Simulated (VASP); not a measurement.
The system is Ni.

```
CELL_PARAMETERS angstrom
0.00000 1.76835 1.76835
1.76835 0.00000 1.76835
1.76835 1.76835 0.00000
ATOMIC_POSITIONS crystal
Ni 0.00000 0.00000 0.00000
```

Base run:

- Program: VASP 6.6.1
- Functional: LDA
- Potentials or basis: VASP PAW LDA potentials, release 64 (Ni)
- Cutoff: 520 eV
- k mesh: 12 × 12 × 12
- Occupations: gaussian, width 0.1 eV
- Spin: collinear spin, ferromagnetic start
- Starting moments: [2.0] μB

Its results: pressure -19.4 GPa; site moments Ni +0.61 μB.

Problem. After a change of settings the same cell gave: pressure -3.1 GPa; site moments Ni +1.62 μB. Which change was it?
A. moments at the start from [2.0] to [1.71]; fixed moment from none to 1.71 μB
B. moments at the start from [2.0] to [0.73]; fixed moment from none to 0.73 μB
C. moments at the start from [2.0] to [0.98]; fixed moment from none to 0.98 μB
D. moments at the start from [2.0] to [0.2]

Solution. A.

Caveats: the total moment is fixed, so each spin has its own Fermi level (some runs).
